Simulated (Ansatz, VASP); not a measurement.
**One calculation of Sr3Zn, two programs**

```
Sr Zn
1.0
     5.44316    0.00000    0.00000
     0.00000    5.44316    0.00000
     0.00000    0.00000    5.44316
Sr Zn
3 1
Cartesian
  2.7216 0.0000 2.7216
  2.7216 2.7216 0.0000
  0.0000 2.7216 2.7216
  0.0000 0.0000 0.0000
```

Alike in both runs: task single point; functional PBEsol; k mesh 4 × 4 × 4; no spin polarisation.

```csv
,VASP,Ansatz
version,VASP 6.6.1,Ansatz 0.2.0
potentials or method,"VASP PAW PBE potentials, release 64 (Sr_sv, Zn), cutoff 500 eV","plane waves, PAW"
occupations,"fermi-dirac, width 0.1 eV",fermi-dirac
valence electrons in the cell,42,42
```

```csv
,VASP,Ansatz,Ansatz less VASP
pressure (GPa),-0.7,-0.7,-0.03
```

VASP's potentials were made for PBE, not for PBEsol.
